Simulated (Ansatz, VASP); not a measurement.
# One calculation of P, two programs

```
P
1.0
     4.20397    0.00000    0.00000
     0.00000    4.20397    0.00000
     0.00000    0.00000    4.52274
P
1
Cartesian
  0.0000 0.0000 0.0000
```

Alike in both runs: task single point; functional r2SCAN; k mesh 12 × 12 × 12; occupations gaussian, width 0.15 eV; no spin polarisation.

|  | VASP | Ansatz |
| --- | --- | --- |
| version | VASP 6.6.1 | Ansatz 0.2.0 |
| potentials or method | VASP PAW PBE potentials, release 64 (P), cutoff 520 eV | scalar-relativistic, plane waves, PAW |
| valence electrons in the cell | 5 | 5 |

|  | VASP | Ansatz | Ansatz less VASP |
| --- | --- | --- | --- |
| gap on the k mesh at the Fermi level (eV) | none | none | - |
| pressure (GPa) | -4.0 | -4.0 | 0.00 |
| traceless stress, the component that is largest in VASP (GPa) | 0.83 | 0.83 | +0.001 |

VASP's potentials were made for PBE, not for r2SCAN. A gap of «none» marks a metal or a gap that the smearing closes. The functional is the same, so the differences come from potentials, cutoffs and numerics.
